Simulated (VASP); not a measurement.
## Ti6C: single point with PBE

Ti6C, a slab with vacuum:

```
CELL_PARAMETERS angstrom
2.83197 0.00000 0.00000
0.00000 4.57935 0.00000
0.00000 0.00000 22.05069
ATOMIC_POSITIONS crystal
Ti 0.50000 0.00000 0.18140
Ti 0.00000 0.50000 0.24135
Ti 0.50000 0.00000 0.30130
Ti 0.50000 0.50000 0.36258
Ti 0.00000 0.00000 0.42082
Ti 0.50000 0.50000 0.47847
C 0.66667 0.70000 0.54392
```

```
Program             : VASP 6.6.1
Task                : single point
Functional          : PBE
Potentials or basis : VASP PAW PBE potentials, release 64 (Ti_sv, C)
Cutoff              : 520 eV
k mesh              : 9 × 6 × 1
Occupations         : gaussian, width 0.1 eV
Spin                : no spin polarisation
```

```
Largest force          : 2.228 eV/Å
Band gap on the k mesh : zero (bands 38 and 39 overlap by 0.10 eV)
```

Forces in eV/Å, atoms in the order of the input:
```
Ti   0.012  0.025  0.371
Ti   0.027 -0.035 -0.065
Ti  -0.020  0.023 -0.289
Ti  -0.195  0.041 -0.109
Ti   0.064 -0.638  0.167
Ti  -1.647 -0.783 -0.141
C    1.759  1.366  0.066
```

Levels at points of the mesh, in eV from the Fermi level:
```
           k point  band 35  band 36  band 37  band 38  band 39  band 40  band 41  band 42
(0.00, 0.00, 0.00)    -0.64    -0.28    -0.21    -0.10     0.21     0.24     0.47     0.61
(0.00, 0.50, 0.00)    -0.45    -0.27    -0.27     0.00     0.23     0.31     0.34     0.52
```

Wall time 17 min on 1 thread of AMD EPYC 9R14 (Zen 4), on a shared host, peak memory 0.49 GiB.
